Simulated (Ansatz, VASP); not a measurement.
# Re in VASP and in Ansatz

```
CELL_PARAMETERS angstrom
2.74978 0.00000 0.00000
-1.37489 2.38138 0.00000
0.00000 0.00000 4.44474
ATOMIC_POSITIONS crystal
Re 0.33333 0.66667 0.75000
Re 0.66667 0.33333 0.25000
```

Alike in both runs: functional PBEsol; k mesh 18 × 18 × 10; occupations gaussian, width 0.05 eV; no spin polarisation.

Ansatz relaxed the structure, and its values are those at the end. VASP's run is a single point on that final structure, the one shown.

|  | VASP | Ansatz |
| --- | --- | --- |
| version | VASP 6.6.1 | Ansatz 0.2.0 |
| potentials or method | VASP PAW PBE potentials, release 64 (Re), cutoff 520 eV | scalar-relativistic, plane waves, PAW |
| valence electrons in the cell | 14 | 30 |

```csv
,VASP,Ansatz,Ansatz less VASP
pressure (GPa),0.0,0.0,0.00
```

VASP's potentials were made for PBE, not for PBEsol. With one functional, cell and mesh, what is left measures potentials, basis and numerics. VASP's potentials hold 14 valence electrons a cell and Ansatz's 30, so a difference there can come from the potentials and not from the codes.

Neither program's run includes spin-orbit coupling.
